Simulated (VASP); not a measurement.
Input of a VASP 6.6.1 run:

Contents of POSCAR:

```
PrV
1.0
    3.6621392000      0.0000000000      0.0000000000
    0.0000000000      3.6621392000      0.0000000000
    0.0000000000      0.0000000000      3.6621392000
V Pr
1 1
Direct
    0.5000000000      0.5000000000      0.5000000000
    0.0000000000      0.0000000000      0.0000000000
```

The input INCAR.step1:

```
SYSTEM = PrV
  ALGO = Normal
  EDIFF = 1E-7
  ENCUT = 520
  GGA = PE
  ISIF = 2
  ISMEAR = -1
  ISPIN = 2
  ISYM = 0
  LASPH = .TRUE.
  LCHARG = .TRUE.
  LMAXMIX = 6
  LREAL = .FALSE.
  LWAVE = .FALSE.
  MAGMOM = 2 -2
  NBANDS = 24
  NELM = 150
  PREC = Accurate
  SIGMA = 0.1
```

The input KPOINTS.step1:

```
k-points
0
G
  7 7 7
  0 0 0
```

File INCAR.step2:

```
SYSTEM = PrV
  ALGO = Normal
  EDIFF = 1E-7
  ENCUT = 520
  GGA = PE
  ICHARG = 11
  ISIF = 2
  ISMEAR = -5
  ISPIN = 2
  ISYM = 0
  LASPH = .TRUE.
  LCHARG = .FALSE.
  LMAXMIX = 6
  LORBIT = 11
  LREAL = .FALSE.
  LWAVE = .FALSE.
  MAGMOM = 2 -2
  NEDOS = 2001
  NELM = 150
  PREC = Accurate
  SIGMA = 0.1
```

KPOINTS.step2

```
k-points
0
G
  11 11 11
  0 0 0
```

Potentials or basis: VASP PAW PBE potentials, release 64 (V_sv, Pr).

Launch:

```console
$ cat potpaw_PBE.64/V_sv/POTCAR potpaw_PBE.64/Pr/POTCAR > POTCAR
$ cp INCAR.step1 INCAR
$ cp KPOINTS.step1 KPOINTS
$ mpirun -np 1 vasp_std > vasp.out
$ cp INCAR.step2 INCAR
$ cp KPOINTS.step2 KPOINTS
$ mpirun -np 1 vasp_std > vasp.out
```

(1) Predict the site moments.

(2) What does it give for the net moment?

## Answers

(1) V +2.10; Pr -0.17 μB.

(2) 2.56 μB per cell.

Caveat: the magnetic or orbital state may not be the lowest.
